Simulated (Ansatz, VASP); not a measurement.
# Se: VASP beside Ansatz

The input INCAR:

```
SYSTEM = Se
  PREC = Accurate
  ENCUT = 520
  EDIFF = 1E-6
  ISMEAR = -1
  SIGMA = 0.08
  LREAL = .False.
  LASPH = .True.
  NELM = 60
  ALGO = Normal
  ISIF = 2
  LWAVE = .False.
  LCHARG = .False.
  GGA = PS
  NBANDS = 13
```

KPOINTS

```
regular mesh
0
Gamma
  11 11 11
  0 0 0
```

POSCAR

```
Se
1.0
    0.0000000000      2.8636926842      2.8636926842
    2.8636926842      0.0000000000      2.8636926842
    2.8636926842      2.8636926842      0.0000000000
Se
2
Direct
   -0.1250000000     -0.1250000000     -0.1250000000
    0.1250000000      0.1250000000      0.1250000000
```

Input for Ansatz:

```yaml
crystal:
  lattice:
    - [0.0, 2.8636926842, 2.8636926842]
    - [2.8636926842, 0.0, 2.8636926842]
    - [2.8636926842, 2.8636926842, 0.0]
  atoms:
    - { symbol: Se, position: [-0.125, -0.125, -0.125] }
    - { symbol: Se, position: [0.125, 0.125, 0.125] }
kpoints:
  mp_grid: { grid: [11, 11, 11] }
  band_path:
    path:
      - [0.0, 0.0, 0.0]
      - [0.5, 0.0, 0.5]
      - [0.625, 0.25, 0.625]
      - [0.375, 0.375, 0.75]
      - [0.0, 0.0, 0.0]
      - [0.5, 0.5, 0.5]
      - [0.5, 0.25, 0.75]
      - [0.5, 0.0, 0.5]
    npoints: 8
scf:
  occupations: { method: fermi_dirac, width: 0.08 }
hamiltonian:
  xc: pbesol
  pseudopotentials: { kind: all_electron, lapw: { basis_error: 0.001 } }
output:
  forces: true
  stress: true
  eigenvalues: true
  populations: true
  dos: { projected: true, de: 0.2, e_range: [-14, 8] }
```

Change from the starting cell: volume scaled by 0.78, LAPW.

Alike in both runs: task single point; functional PBEsol; k mesh 11 × 11 × 11; occupations fermi-dirac, width 0.08 eV; no spin polarisation.

|  | VASP | Ansatz |
| --- | --- | --- |
| version | VASP 6.6.1 | Ansatz 0.2.0 |
| potentials or method | VASP PAW PBE potentials, release 64 (Se), cutoff 520 eV | all-electron LAPW, scalar-relativistic |

VASP gave:

```
pressure (GPa) : 18.2
```

Task: Which values does Ansatz return?

Result: Pressure (GPa): 17.9.

VASP's potentials were made for PBE, not for PBEsol. Ansatz ran all-electron here, and VASP with PAW potentials.
